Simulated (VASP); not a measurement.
Here is a VASP 6.6.1 calculation.

INCAR

```
PREC = Accurate
ENCUT = 520
EDIFF = 1E-6
ISMEAR = 0
SIGMA = 0.1
LREAL = False
LASPH = True
NELM = 80
ALGO = Fast
ISIF = 2
LWAVE = False
LCHARG = True
LDIPOL = True
IDIPOL = 3
DIPOL = 0.5 0.5 0.500
GGA = PE
LELF = True
LVHAR = True
LVACPOTAV = True
NBANDS = 30
```

Contents of KPOINTS:

```
regular mesh
0
Gamma
  15 15 1
```

The input POSCAR:

```
Ir
1.0
    2.7369647136      0.0000000000      0.0000000000
   -1.3684823568      2.3702809712      0.0000000000
    0.0000000000      0.0000000000     23.9388893231
Ir
5
Direct
    0.6666666667      0.3333333333      0.3132977432
    0.3333333333      0.6666666667      0.4066488716
    0.0000000000      0.0000000000      0.5000000000
    0.6666666667      0.3333333333      0.5933511284
    0.3333333333      0.6666666667      0.6867022568
```

Potentials or basis: VASP PAW PBE potentials, release 64 (Ir).

Command:

```bash
$ cat potpaw_PBE.64/Ir/POTCAR > POTCAR
$ mpirun -np 1 vasp_std > vasp.out
```

What does it give for the largest force?

0.452 eV/Å.

Estimate the band gap on the k mesh.

zero (an odd number of electrons rules out a gap without spin polarisation).

Forces in eV/Å, atoms in the order of the input:
```
Ir   0.000  0.000  0.452
Ir   0.000  0.000 -0.343
Ir   0.000  0.000  0.000
Ir   0.000  0.000  0.343
Ir   0.000  0.000 -0.452
```

Caveat: spin-orbit coupling is left out, which moves the levels of the heavy elements.
